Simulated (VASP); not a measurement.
Input of a VASP 6.6.1 run:

Contents of INCAR:

```
SYSTEM = Ge
  ALGO = Normal
  EDIFF = 1E-6
  ENCUT = 500
  GGA = PE
  GGA_COMPAT = .False.
  ISIF = 2
  ISMEAR = 0
  LASPH = .True.
  LCHARG = .False.
  LREAL = .False.
  LWAVE = .False.
  NBANDS = 21
  NELM = 120
  PREC = Accurate
  SIGMA = 0.028999999999999998
```

File KPOINTS:

```
k-points
0
Gamma
  11 11 11
  0 0 0
```

The input POSCAR:

```
Ge
1.0
   -2.4958980000      2.6508630000      1.4369470000
    2.4958980000     -2.6508630000      1.4369470000
    2.4958980000      2.6508630000     -1.4369470000
Ge
2
Direct
    0.3140570000      0.0640570000      0.2500000000
    0.6859430000      0.9359430000      0.7500000000
```

Potentials or basis: VASP PAW PBE potentials, release 64 (Ge_d).

Launch:

```sh
$ cat potpaw_PBE.64/Ge_d/POTCAR > POTCAR
$ mpirun -np 1 vasp_std > vasp.out
```

(1) What does it give for the largest force?

(2) Predict the band gap on the k mesh.

Answers

(1) 0.062 eV/Å.

(2) zero (band 14 reaches 8.62 eV, above the bottom of band 15 at 3.41 eV).
